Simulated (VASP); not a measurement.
**Bi2TeO4: relaxation of cell and atoms with PBE**

Crystal: Bi2TeO4.

```
Bi Te O
1.0
    -3.43727    3.43727    2.80177
     3.43727   -3.43727    2.80177
     3.43727    3.43727   -2.80177
Bi Te O
2 1 4
Direct
  0.91784 0.41784 0.50000
  0.41784 0.91784 0.50000
  0.68944 0.68944 0.00000
  0.48994 0.48994 0.47897
  0.01098 0.01098 0.52103
  0.48994 0.01098 0.00000
  0.01098 0.48994 0.00000
```

The cell was generated, and may not be a known phase.

```json
{
 "Program": "VASP 6.6.1",
 "Task": "relaxation of cell and atoms",
 "Functional": "PBE",
 "Potentials or basis": "VASP PAW PBE potentials, release 64 (Bi_d, Te, O)",
 "Cutoff": "600 eV",
 "k mesh": "3 × 3 × 3",
 "Occupations": "gaussian, width 0.15 eV",
 "Spin": "no spin polarisation",
 "Dipole correction": "no",
 "Further INCAR settings": "ALGO = Normal; EDIFF = 1e-06; IBRION = 2; EDIFFG = -0.08; NSW = 36; ISIF = 3"
}
```

| Item | Value |
| --- | --- |
| Relaxed volume | 18.27 Å³/atom |
| Relaxed cell | a = 5.530 Å, b = 5.530 Å, c = 5.530 Å, α = 114.13°, β = 114.13°, γ = 100.51° |
| Space group after relaxing (to 0.1 Å) | I4mm (No. 107) |
| Energy gained by relaxing | 690.5 meV/atom |
| Ionic steps | 10 |
| Pressure after relaxing | -0.1 GPa |
| Largest force after relaxing | 0.079 eV/Å |
| Band gap on the k mesh | zero (bands 30 and 31 overlap by 0.05 eV) |

Forces in eV/Å, atoms in the order of the input:
```
Bi   0.000  0.000 -0.079
Bi   0.000  0.000 -0.079
Te   0.000  0.000 -0.043
O    0.032  0.032  0.050
O   -0.032 -0.032  0.050
O   -0.032  0.032  0.050
O    0.032 -0.032  0.050
```

Stress tensor (GPa, compression positive):
```
 0.11  0.00  0.00
 0.00  0.11  0.00
 0.00  0.00 -0.54
```

The path:
```
step  energy change (eV)  largest force (eV/Å)  pressure (GPa)  volume (Å³)
   1              0.0000                1.7203           -8.96       132.41
   2             -4.2174                0.5875           11.92       110.48
   3             -4.2899                0.6489            8.16       112.43
   4             -4.6943                0.6064           -1.43       124.14
   5             -4.6946                0.6329           -1.72       124.61
   6             -4.7759                0.4547            0.45       124.44
   7             -4.7783                0.4104            0.93       124.39
   8             -4.8217                0.2410            0.30       126.26
   9             -4.8336                0.0920           -0.11       127.76
  10             -4.8336                0.0790           -0.11       127.88
```

Final structure:
```
CELL_PARAMETERS angstrom
-3.00691 3.00691 3.53591
3.00691 -3.00691 3.53591
3.00691 3.00691 -3.53591
ATOMIC_POSITIONS crystal
Bi 0.89787 0.39787 0.50000
Bi 0.39787 0.89787 0.50000
Te 0.71113 0.71113 0.00000
O 0.50033 0.50033 0.49062
O 0.00971 0.00971 0.50938
O 0.50033 0.00971 0.00000
O 0.00971 0.50033 0.00000
```

Levels at points of the mesh, in eV from the Fermi level:
```
           k point  band 27  band 28  band 29  band 30  band 31  band 32  band 33  band 34
(0.00, 0.00, 0.00)    -2.88    -2.54    -2.52    -0.67     2.24     2.34     2.71     2.71
```

It took 3.7 min on 1 thread of Intel(R) Xeon(R) 6975P-C (Granite Rapids), on a shared host, peak memory 0.36 GiB.

Caveat: the k points lie up to 0.46 Å⁻¹ apart in the final cell; spin-orbit coupling is left out, which moves the levels of the heavy elements; the relaxation stopped at a loose force limit of 0.08 eV/Å, so its end isn't a converged minimum.
